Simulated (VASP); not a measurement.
# BeCdS4 (I222) in VASP: notebook

The runs below take BeCdS4 through single point, with PBE.

All numbers are computed with VASP 6.6.1; they aren't measurements. Logs are shortened: lines on timing, memory, paths and dates and some standing lists are left out, and cuts for length are marked.

### Step 1. The cell of the first run

The structure is orthorhombic, space group I222 (No. 23). The conventional cell has a = 4.269 Å, b = 6.743 Å, c = 8.284 Å, α = 90.00°, β = 90.00°, γ = 90.00°. Within 2.9 Å of Be (site symmetry 222) lie 4 S at 2.20 Å. Cd (site symmetry 222) has 12 S at 2.58 to 3.66 Å and 2 Be at 3.37 Å within 3.7 Å. S (site symmetry 1) has 1 S at 2.15 Å and 1 Be at 2.20 Å and 1 Cd at 2.58 Å within 2.9 Å.

### Step 2. Single point, PBE

Input file INCAR:

```
SYSTEM = BeCdS4
ALGO = Normal
EDIFF = 1E-6
ENCUT = 630
GGA = PE
GGA_COMPAT = .FALSE.
ISIF = 2
ISMEAR = 0
LASPH = .TRUE.
LCHARG = .FALSE.
LREAL = .FALSE.
LWAVE = .FALSE.
NBANDS = 32
NELM = 120
PREC = Accurate
SIGMA = 0.2
```

Input file KPOINTS:

```
k-points
0
G
  4 4 4
  0 0 0
```

Input file POSCAR:

```
BeCdS4
1.0
   -2.1344120744      3.3717322828      4.1421489593
    2.1344120744     -3.3717322828      4.1421489593
    2.1344120744      3.3717322828     -4.1421489593
Be Cd S
1 1 4
Direct
    0.0000000000      0.0000000000      0.0000000000
    0.5000000000      0.0000000000      0.5000000000
    0.6875485124      0.5567222934      0.4469714782
    0.1097508152      0.2405770342      0.5530285218
    0.8902491848      0.4432777066      0.1308262191
    0.3124514876      0.7594229658      0.8691737809
```

Potentials or basis: VASP PAW PBE potentials, release 64 (Be, Cd_sv_GW, S).

Launch:

```bash
$ cat potpaw_PBE.64/Be/POTCAR potpaw_PBE.64/Cd_sv_GW/POTCAR potpaw_PBE.64/S/POTCAR > POTCAR
$ mpirun -np 1 vasp_std > vasp.out
```

OUTCAR:

```text
SYSTEM = BeCdS4
   EDIFF = 1E-6
   ENCUT = 630
   GGA = PE
   ISIF = 2
   ISMEAR = 0
   LASPH = .TRUE.
   LREAL = .FALSE.
   NELM = 120
   PREC = Accurate

 ion  position               nearest neighbor table
   1  0.000  0.000  0.000-   5 2.20   4 2.20   3 2.20   6 2.20
   2  0.500  0.000  0.500-   3 2.58   4 2.58   5 2.58   6 2.58
   3  0.688  0.557  0.447-   5 2.15   1 2.20   2 2.58
   4  0.110  0.241  0.553-   6 2.15   1 2.20   2 2.58
   5  0.890  0.443  0.131-   3 2.15   1 2.20   2 2.58
   6  0.312  0.759  0.869-   4 2.15   1 2.20   2 2.58

  LATTYP: Found a body centered orthorhombic cell.
 ALAT       =     4.2688241488
 B/A-ratio  =     1.5797007163
 C/A-ratio  =     1.9406510153

  Lattice vectors:

 A1 = (  -2.1344120744,   3.3717322828,   4.1421489593)
 A2 = (   2.1344120744,  -3.3717322828,   4.1421489593)
 A3 = (   2.1344120744,   3.3717322828,  -4.1421489593)

Analysis of symmetry for initial positions (statically):
=====================================================================
 Subroutine PRICEL returns:
 Original cell was already a primitive cell.

 Routine SETGRP: Setting up the symmetry group for a
 body centered orthorhombic supercell.

 Subroutine GETGRP returns: Found  4 space group operations
 (whereof  4 operations were pure point group operations)
 out of a pool of  8 trial point group operations.

The static configuration has the point symmetry D_2 .

Analysis of symmetry for dynamics (positions and initial velocities):
=====================================================================
 Subroutine PRICEL returns:
 Original cell was already a primitive cell.

 Routine SETGRP: Setting up the symmetry group for a
 body centered orthorhombic supercell.

 Subroutine GETGRP returns: Found  4 space group operations
 (whereof  4 operations were pure point group operations)
 out of a pool of  8 trial point group operations.

The dynamic configuration has the point symmetry D_2 .

 Subroutine INISYM returns: Found  4 space group operations
 (whereof  4 operations are pure point group operations),
 and found     1 'primitive' translations

----------------------------------------------------------------------------------------

                                     Primitive cell

  volume of cell :     119.2387

  direct lattice vectors                    reciprocal lattice vectors
    -2.134412074  3.371732283  4.142148959     0.000000000  0.148291726  0.120710289
     2.134412074 -3.371732283  4.142148959     0.234256546  0.000000000  0.120710289
     2.134412074  3.371732283 -4.142148959     0.234256546  0.148291726  0.000000000

  length of vectors
     5.751668583  5.751668583  5.751668583     0.191210382  0.263528183  0.277248202

  position of ions in fractional coordinates (direct lattice)
     0.000000000  0.000000000  0.000000000
     0.500000000  0.000000000  0.500000000
     0.687548512  0.556722293  0.446971478
     0.109750815  0.240577034  0.553028522
     0.890249185  0.443277707  0.130826219
     0.312451488  0.759422966  0.869173781

  ion indices of the primitive-cell ions
   primitive index   ion index
                 1           1
                 2           2
                 3           3
                 4           4
                 5           5
                 6           6

----------------------------------------------------------------------------------------

 KPOINTS: k-points

Automatic generation of k-mesh.
 Grid dimensions read from file:
 generate k-points for:    4    4    4

 Generating k-lattice:

  Cartesian coordinates                     Fractional coordinates (reciprocal lattice)
     0.000000000  0.037072932  0.030177572     0.250000000 -0.000000000  0.000000000
     0.058564136  0.000000000  0.030177572    -0.000000000  0.250000000  0.000000000
     0.058564136  0.037072932  0.000000000     0.000000000  0.000000000  0.250000000

  Length of vectors
     0.047802595  0.065882046  0.069312050

  Shift w.r.t. Gamma in fractional coordinates (k-lattice)
     0.000000000  0.000000000  0.000000000

 Subroutine IBZKPT returns following result:
 ===========================================

 Found     18 irreducible k-points:

 Following reciprocal coordinates:
            Coordinates               Weight
  0.000000  0.000000  0.000000      1.000000
  0.250000  0.000000 -0.000000      4.000000
  0.500000  0.000000 -0.000000      2.000000
  0.000000  0.250000 -0.000000      4.000000
  0.250000  0.250000 -0.000000      8.000000
  0.500000  0.250000 -0.000000      8.000000
[... 10 lines left out ...]
 -0.250000 -0.250000  0.250000      2.000000
  0.500000  0.500000  0.500000      1.000000
   k-points           NKPTS =     18   k-points in BZ     NKDIM =     18   number of bands    NBANDS=     32
   number of dos      NEDOS =    301   number of ions     NIONS =      6
   total plane-waves  NPLWV = 110592
   dimension x,y,z NGX =    48 NGY =   48 NGZ =   48
   dimension x,y,z NGXF=    96 NGYF=   96 NGZF=   96
   ions per type =               1   1   4
   NGX,Y,Z   is equivalent  to a cutoff of  13.87, 13.87, 13.87 a.u.
   NGXF,Y,Z  is equivalent  to a cutoff of  27.75, 27.75, 27.75 a.u.
 SYSTEM =  BeCdS4
   PREC   = accura    normal or accurate (medium, high low for compatibility)
   ISTART =      0    job   : 0-new  1-cont  2-samecut
   ICHARG =      2    charge: 1-file 2-atom 10-const
   ISPIN  =      1    spin polarized calculation?
   LNONCOLLINEAR =      F non collinear calculations
   LSORBIT =      F    spin-orbit coupling
   LASPH  =      T    aspherical Exc in radial PAW
   ENCUT  =  630.0 eV  46.30 Ry    6.80 a.u.  11.77 11.77 11.77*2*pi/ulx,y,z
   NELM   =    120;   NELMIN=  2; NELMDL= -5     # of ELM steps
   EDIFF  = 0.1E-05   stopping-criterion for ELM
   LREAL  =      F    real-space projection
   EDIFFG = 0.1E-04   stopping-criterion for IOM
   NSW    =      0    number of steps for IOM
   IBRION =     -1    ionic relax: 0-MD 1-quasi-New 2-CG
   NFREE  =      0    steps in history (QN), initial steepest desc. (CG)
   ISIF   =      2    stress and relaxation
   ISYM   =      2    0-nonsym 1-usesym 2-fastsym
   POTIM  = 0.5000    time-step for ionic-motion
   TEBEG  =    0.0;   TEEND  =   0.0 temperature during run
   PSTRESS=    0.0 pullay stress
   NELECT =      46.0000    total number of electrons
   NUPDOWN=      -1.0000    fix difference up-down
   EMIN   =  10.00;   EMAX   =-10.00  energy-range for DOS
   EFERMI =   0.00;   METHOD = LEGACY
   ISMEAR =     0;   SIGMA  =   0.20  broadening in eV -4-tet -1-fermi 0-gaus
   EFERMI_NEDOS =   21; number of points for ismear=-14 and -15
   IALGO  =     38    algorithm
   IMIX   =      4    mixing-type and parameters
     AMIX     =   0.40;   BMIX     =  1.00
     AMIX_MAG =   1.60;   BMIX_MAG =  1.00
  volume/ion in A,a.u.               =      19.87       134.11
  Fermi-wavevector in a.u.,A,eV,Ry     =   1.191759  2.252098 19.324210  1.420289
  Thomas-Fermi vector in A             =   2.327813
   LORBIT       =      0    0 simple, 1 ext, 2 COOP (PROOUT), +10 PAW based schemes
   GGA     = PE    functional components
   LHFCALC =     F    Hartree Fock is set to
   AEXX    =    0.0000 exact exchange contribution
   IVDW    =     0    specifies the selected vdW correction
   LEPSILON=     F    determine dielectric tensor
   LRPA    =     F    only Hartree local field effects (RPA)
 non-spin polarized calculation
 Gauss-broadening in eV      SIGMA  =   0.20
  energy-cutoff  :      630.00
  volume of cell :      119.24
 maximum number of plane-waves:      4306
   NGX = 23   NGY = 23   NGZ = 23

 number of electron      46.0000005 magnetization

 Free energy of the ion-electron system (eV)
  ---------------------------------------------------
  ext. energy  EPLUGINS =         0.00000000
  ---------------------------------------------------
  free energy    TOTEN  =       -22.86918048 eV

  energy without entropy =      -22.86918007  energy(sigma->0) =      -22.86918027

 E-fermi :   4.9499     XC(G=0):  -9.5269

 val. band max:        4.3252150849   @ k =   0.0000   0.5000  -0.0000
 cond. band min:       5.5747286127   @ k =  -0.2500  -0.2500   0.2500
 fundamental gap:      1.2495135278
 Fermi energy:         4.9498740617

 k-point     1 :       0.0000    0.0000    0.0000
  band No.  band energies     occupation
      1     -97.8109      2.00000
      2     -58.9196      2.00000
      3     -58.8587      2.00000
      4     -58.8416      2.00000
      5     -11.0197      2.00000
      6      -9.8127      2.00000
[... 24 lines left out ...]
     31      11.7816      0.00000
     32      11.9127      0.00000

 k-point     2 :       0.2500    0.0000   -0.0000
  band No.  band energies     occupation
      1     -97.8109      2.00000
      2     -58.9196      2.00000
      3     -58.8587      2.00000
      4     -58.8416      2.00000
      5     -10.8973      2.00000
      6      -9.9677      2.00000
[... 24 lines left out ...]
     31      11.3300      0.00000
     32      11.8458      0.00000

 k-point     3 :       0.5000    0.0000   -0.0000
  band No.  band energies     occupation
      1     -97.8109      2.00000
      2     -58.9196      2.00000
      3     -58.8587      2.00000
      4     -58.8416      2.00000
      5     -10.7112      2.00000
      6     -10.1865      2.00000
[... 24 lines left out ...]
     31      10.5559      0.00000
     32      11.0497      0.00000

 k-point     4 :       0.0000    0.2500   -0.0000
  band No.  band energies     occupation
      1     -97.8109      2.00000
      2     -58.9196      2.00000
      3     -58.8587      2.00000
      4     -58.8416      2.00000
      5     -10.7622      2.00000
      6      -9.7894      2.00000
[... 24 lines left out ...]
     31      11.2013      0.00000
     32      11.4186      0.00000

 k-point     5 :       0.2500    0.2500   -0.0000
  band No.  band energies     occupation
      1     -97.8109      2.00000
      2     -58.9196      2.00000
      3     -58.8587      2.00000
      4     -58.8416      2.00000
      5     -10.6245      2.00000
      6      -9.9365      2.00000
[... 374 lines left out ...]
     31      10.9220      0.00000
     32      11.0045      0.00000

 k-point    16 :       0.5000   -0.2500    0.2500
  band No.  band energies     occupation
      1     -97.8109      2.00000
      2     -58.9196      2.00000
      3     -58.8587      2.00000
      4     -58.8416      2.00000
      5     -10.6825      2.00000
      6     -10.1660      2.00000
[... 24 lines left out ...]
     31      10.4728      0.00000
     32      11.3338      0.00000

 k-point    17 :      -0.2500   -0.2500    0.2500
  band No.  band energies     occupation
      1     -97.8109      2.00000
      2     -58.9196      2.00000
      3     -58.8587      2.00000
      4     -58.8416      2.00000
      5     -10.8504      2.00000
      6      -9.9938      2.00000
[... 24 lines left out ...]
     31      11.2093      0.00000
     32      11.5081      0.00000

 k-point    18 :       0.5000    0.5000    0.5000
  band No.  band energies     occupation
      1     -97.8109      2.00000
      2     -58.9196      2.00000
      3     -58.8587      2.00000
      4     -58.8416      2.00000
      5     -10.6514      2.00000
      6     -10.1475      2.00000
[... 24 lines left out ...]
     31      10.5505      0.00000
     32      10.6031      0.00000

------------------------ aborting loop because EDIFF is reached ----------------------------------------

  FORCE on cell =-STRESS in cart. coord.  units (eV):
  Direction    XX          YY          ZZ          XY          YZ          ZX
  --------------------------------------------------------------------------------------
  -------------------------------------------------------------------------------------
  Total       -0.5784657      0.3593320     -0.0737605      0.0000000      0.0000000      0.0000000
  in kB       -7.7726863      4.8282467     -0.9911001      0.0000000      0.0000000      0.0000000
  external PRESSURE =      -1.3118465 kB  Pullay stress =       0.0000000 kB

 VOLUME and BASIS-vectors are now :
 -----------------------------------------------------------------------------
  energy-cutoff  :      630.00
  volume of cell :      119.24
      direct lattice vectors                 reciprocal lattice vectors
    -2.134412074  3.371732283  4.142148959     0.000000000  0.148291726  0.120710289
     2.134412074 -3.371732283  4.142148959     0.234256546  0.000000000  0.120710289
     2.134412074  3.371732283 -4.142148959     0.234256546  0.148291726  0.000000000

 POSITION                                       TOTAL-FORCE (eV/Angst)
 -----------------------------------------------------------------------------------
      0.00000      0.00000      0.00000        -0.000000      0.000000     -0.000000
      0.00000      3.37173      0.00000        -0.000000      0.000000     -0.000000
      0.67478      1.94818      3.30253         0.000974      0.019355      0.096634
      1.45963      1.42355     -0.83962        -0.000974     -0.019355      0.096634
     -0.67478      1.94818      4.98177        -0.000974      0.019355     -0.096634
      2.80920      1.42355      0.83962         0.000974     -0.019355     -0.096634
 -----------------------------------------------------------------------------------
    total drift:                                0.000000      0.000000      0.000000

  FREE ENERGIE OF THE ION-ELECTRON SYSTEM (eV)
  ---------------------------------------------------
  free  energy   TOTEN  =       -22.8691804774 eV

  energy  without entropy=      -22.8691800680  energy(sigma->0) =      -22.86918027
```

Wall time 59 s (1 thread of AMD EPYC 9R45 (Zen 5), shared host); peak memory 0.35 GiB.

What came out:

| Property | Result |
| --- | --- |
| Free energy | -22.8692 eV |
| Pressure | -0.1 GPa |
| Largest force | 0.099 eV/Å |
| Band gap on the k mesh | 1.25 eV (least direct gap 2.13 eV) |

Forces on the atoms (eV/Å):
```
Be   0.000  0.000  0.000
Cd   0.000  0.000  0.000
S    0.001  0.019  0.097
S   -0.001 -0.019  0.097
S   -0.001  0.019 -0.097
S    0.001 -0.019 -0.097
```

A k mesh can miss the band edges.

### Step 3. Single point, PBE

This run uses another cell than the first one, of 20.25 Å³/atom.

Input file INCAR:

```
ALGO = Normal
EDIFF = 1E-6
ENCUT = 630
GGA = PE
GGA_COMPAT = False
ISIF = 2
ISMEAR = 0
LASPH = True
LCHARG = False
LREAL = False
LWAVE = False
NBANDS = 32
NELM = 120
PREC = Accurate
SIGMA = 0.02
```

Input file KPOINTS:

```
k-points
0
Gamma
  8 8 8
```

Input file POSCAR:

```
BeCdS4
1.0
   -2.0931210713      3.3920658038      4.2785088836
    2.0931210713     -3.3920658038      4.2785088836
    2.0931210713      3.3920658038     -4.2785088836
Be Cd S
1 1 4
Direct
    0.0000000000      0.0000000000      0.0000000000
    0.5000000000      0.0000000000      0.5000000000
    0.6897663768      0.5575167674      0.4467442853
    0.1107724822      0.2430220915      0.5532557147
    0.8892275178      0.4424832326      0.1322496094
    0.3102336232      0.7569779085      0.8677503906
```

Potentials or basis: VASP PAW PBE potentials, release 64 (Be, Cd_sv_GW, S).

Launch:

```bash
$ cat potpaw_PBE.64/Be/POTCAR potpaw_PBE.64/Cd_sv_GW/POTCAR potpaw_PBE.64/S/POTCAR > POTCAR
$ mpirun -np 1 vasp_std > vasp.out
```

It took 7 min on 1 thread of Intel Xeon Platinum 8488C (Sapphire Rapids), shared host; peak memory 0.69 GiB.

The run converged. Its results:

* Free energy: -22.8817 eV
* Pressure: -0.2 GPa
* Largest force: 0.093 eV/Å
* Band gap on the k mesh: 1.33 eV (least direct gap 2.04 eV)

Forces on the atoms (eV/Å):
```
Be   0.000  0.000  0.000
Cd   0.000  0.000  0.000
S   -0.061  0.000  0.070
S    0.061  0.000  0.070
S    0.061  0.000 -0.070
S   -0.061  0.000 -0.070
```

Stress tensor (GPa, compression positive):
```
-0.24  0.00  0.00
 0.00 -0.09  0.00
 0.00  0.00 -0.31
```

Levels at points of the mesh, in eV from the valence-band top:
```tsv
k point	band 19	band 20	band 21	band 22	band 23	band 24	band 25	band 26	band 27	band 28
(0.00, 0.00, 0.00)	-2.66	-2.32	-2.27	-1.87	-0.93	1.86	2.12	2.61	3.78	4.89
(0.50, 0.00, 0.00)	-2.89	-2.47	-2.11	-1.46	-0.43	1.86	2.21	3.79	4.53	5.28
(0.00, 0.50, 0.00)	-3.31	-1.91	-1.44	-0.57	0.00	2.21	2.71	3.79	4.07	4.20
(0.50, 0.50, 0.00)	-3.00	-2.21	-1.73	-0.87	-0.64	2.17	2.70	2.74	3.99	5.15
(0.50, 0.50, 0.50)	-2.52	-2.39	-1.90	-1.30	-0.93	1.42	2.39	2.57	4.93	5.42
```
